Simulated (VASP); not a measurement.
Input of a VASP 6.6.1 run:

Contents of POSCAR:

```
LuGaP2
1.0
    3.7697287898      0.0000000000      0.0000000000
    0.0000000000      3.7697287898      0.0000000000
    0.0000000000      0.0000000000      5.5387272645
Ga P Lu
1 2 1
Direct
    0.0000000000      0.0000000000      0.0000000000
    0.0000000000      0.0000000000      0.5000000000
    0.5000000000      0.5000000000      0.0000000000
    0.5000000000      0.5000000000      0.5000000000
```

Contents of INCAR.step1:

```
ALGO = Normal ; EDIFF = 1E-5
ENCUT = 520 ; GGA = PE
ISIF = 2 ; ISMEAR = -1
LASPH = T ; LCHARG = F
LREAL = F ; LWAVE = T
NBANDS = 32 ; NELM = 60
PREC = Accurate ; SIGMA = 0.02
```

The input INCAR.step2:

```
ALGO = Normal ; EDIFF = 1E-6
ENCUT = 520 ; GGA = PE
HFSCREEN = 0.2079 ; ISIF = 2
ISMEAR = -1 ; ISTART = 1
LASPH = T ; LCHARG = F
LHFCALC = T ; LREAL = F
LWAVE = F ; NBANDS = 32
NELM = 60 ; PREC = Accurate
PRECFOCK = Normal ; SIGMA = 0.02
```

The input KPOINTS:

```
k-points
0
Gamma
  4 4 2
```

Potentials or basis: VASP PAW PBE potentials, release 64 (Ga_d, P, Lu).

The run is started by

```console
$ cat potpaw_PBE.64/Ga_d/POTCAR potpaw_PBE.64/P/POTCAR potpaw_PBE.64/Lu/POTCAR > POTCAR
$ cp INCAR.step1 INCAR
$ mpirun -np 1 vasp_std > vasp.out
$ cp INCAR.step2 INCAR
$ mpirun -np 1 vasp_std > vasp.out
```

**Question.** What does it give for the pressure?

**Answer.** 1.8 GPa.

**Question.** Estimate the band gap on the k mesh.

**Answer.** Zero (bands 24 and 25 overlap by 1.49 eV).

Stress tensor (GPa, compression positive):
```
 3.02  0.00  0.00
 0.00  3.02  0.00
 0.00  0.00 -0.74
```

Caveat: the k points lie up to 0.57 Å⁻¹ apart, too coarse for converged energies and pressures of a metal; the PAW data sets were made with another functional, which shifts forces and pressure a little; spin-orbit coupling is left out, which moves the levels of the heavy elements.
